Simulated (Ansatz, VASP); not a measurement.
## One calculation of AlN, two programs

```
CELL_PARAMETERS angstrom
0.00000 2.17114 2.17114
2.17114 0.00000 2.17114
2.17114 2.17114 0.00000
ATOMIC_POSITIONS crystal
Al 0.00000 0.00000 0.00000
N 0.25000 0.25000 0.25000
```

Alike in both runs: functional LDA; k mesh 10 × 10 × 10; occupations gaussian, width 0.02 eV; no spin polarisation.

Ansatz relaxed the structure, and its values are those at the end. VASP's run is a single point on that final structure, the one shown.

```csv
,VASP,Ansatz
version,VASP 6.6.1,Ansatz 0.2.0
potentials or method,"VASP PAW LDA potentials, release 64 (Al, N), cutoff 600 eV","scalar-relativistic, plane waves, PAW"
valence electrons in the cell,8,8
```

```tsv
	VASP	Ansatz	Ansatz less VASP
gap on the k mesh at the Fermi level (eV)	3.23	3.25	+0.021
least direct gap on the mesh (eV)	4.39	4.39	-0.006
pressure (GPa)	0.5	0.0	-0.54
```

LDA's correlation is that of Perdew and Zunger in VASP and of Perdew and Wang (1992) in Ansatz.
